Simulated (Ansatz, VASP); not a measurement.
AgAuC4N4: VASP beside Ansatz

The input INCAR:

```
PREC = Accurate
ENCUT = 600
EDIFF = 1E-7
ISMEAR = 0
SIGMA = 0.1
LREAL = False
LASPH = True
NELM = 60
ALGO = Fast
ISIF = 3
LWAVE = False
LCHARG = False
GGA = PE
IBRION = 2
NSW = 90
EDIFFG = -0.04
```

KPOINTS

```
Automatic mesh
0
Gamma
  4 4 4
```

POSCAR

```
AgAuC4N4
1.0
    6.0125257000      0.0000000000      0.0000000000
    0.0000000000      6.0125257000      0.0000000000
    0.0000000000      0.0000000000      6.0125257000
Ag C Au N
1 4 1 4
Direct
    0.5000000000      0.5000000000      0.5000000000
    0.1840791200      0.1840791200      0.1840791200
    0.1840791200      0.8159208800      0.8159208800
    0.8159208800      0.1840791200      0.8159208800
    0.8159208800      0.8159208800      0.1840791200
    0.0000000000      0.0000000000      0.0000000000
    0.2964278900      0.2964278900      0.2964278900
    0.2964278900      0.7035721100      0.7035721100
    0.7035721100      0.2964278900      0.7035721100
    0.7035721100      0.7035721100      0.2964278900
```

Input for Ansatz:

```yaml
crystal:
  lattice:
    - [6.0125257, 0.0, 0.0]
    - [0.0, 6.0125257, 0.0]
    - [0.0, 0.0, 6.0125257]
  atoms:
    - { symbol: Ag, position: [0.5, 0.5, 0.5] }
    - { symbol: C, position: [0.18407912, 0.18407912, 0.18407912] }
    - { symbol: C, position: [0.18407912, 0.81592088, 0.81592088] }
    - { symbol: C, position: [0.81592088, 0.18407912, 0.81592088] }
    - { symbol: C, position: [0.81592088, 0.81592088, 0.18407912] }
    - { symbol: Au, position: [0.0, 0.0, 0.0] }
    - { symbol: "N", position: [0.29642789, 0.29642789, 0.29642789] }
    - { symbol: "N", position: [0.29642789, 0.70357211, 0.70357211] }
    - { symbol: "N", position: [0.70357211, 0.29642789, 0.70357211] }
    - { symbol: "N", position: [0.70357211, 0.70357211, 0.29642789] }
basis:
  ecutwfc: 420
kpoints:
  mp_grid: { grid: [4, 4, 4] }
hamiltonian:
  xc: pbe
scf:
  occupations: { method: gaussian, width: 0.1 }
  lower_state_search: "off"
output:
  forces: true
  stress: true
  eigenvalues: true
relax:
  adjacent_minimum: "off"
  f_tol: 0.04
  max_steps: 70
  cell: { stress_tol: 0.4 }
```

Alike in both runs: task relaxation of cell and atoms; functional PBE; k mesh 4 × 4 × 4; occupations gaussian, width 0.1 eV; no spin polarisation.

```csv
,VASP,Ansatz
version,VASP 6.6.1,Ansatz 0.2.0
potentials or method,"VASP PAW PBE potentials, release 64 (Ag, C, Au, N), cutoff 600 eV","scalar-relativistic, plane waves, PAW"
valence electrons in the cell,58,74
```

```tsv
	VASP	Ansatz	Ansatz less VASP
gap on the k mesh at the Fermi level, each at its own relaxed structure (eV)	none	none	-
relaxed volume (Å³/atom)	24.43	24.39	-0.038
relaxed length of the cell vector where the two differ most in proportion (Å)	6.251	6.248	-0.0032
```

A gap of «none» marks a metal or a gap that the smearing closes. VASP's potentials hold 58 valence electrons a cell and Ansatz's 74, so a difference there can come from the potentials and not from the codes.

Spin-orbit coupling is off throughout. Noted on VASP's run: the standard files for N, O and F lose accuracy on very short bonds.
